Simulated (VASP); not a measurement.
SrO (lda):

```xyz
2
Lattice="0.0000 2.5800 2.5800 2.5800 0.0000 2.5800 2.5800 2.5800 0.0000" Properties=species:S:1:pos:R:3 pbc="T T T"
Sr    0.0000    0.0000    0.0000
O     2.5800    2.5800    2.5800
```

* Program: VASP 6.6.1
* Task: relaxation of cell and atoms
* Functional: LDA
* Potentials or basis: VASP PAW LDA potentials, release 64 (Sr_sv, O)
* Cutoff: 600 eV
* k mesh: 6 × 6 × 6
* Occupations: gaussian, width 0.02 eV
* Spin: no spin polarisation

At the start: pressure -4.6 GPa; volume 17.17 Å³/atom.

**Question.** How do energy, volume and symmetry change on relaxing?

**Answer.** Over 3 steps the energy falls by 12.5 meV/atom and the volume is 16.34 Å³/atom (-4.8 %); space group Fm-3m (No. 225, to 0.05 Å).

Step by step:
```tsv
step	energy change (eV)	largest force (eV/Å)	pressure (GPa)	volume (Å³)
1	0.0000	0.0000	-4.60	34.35
2	-0.0194	0.0000	2.50	31.95
3	-0.0250	0.0000	0.00	32.69
```

Final structure:
```
Sr O
1.0
     0.00000    2.53774    2.53774
     2.53774    0.00000    2.53774
     2.53774    2.53774    0.00000
Sr O
1 1
Direct
  0.00000 0.00000 0.00000
  0.50000 0.50000 0.50000
```
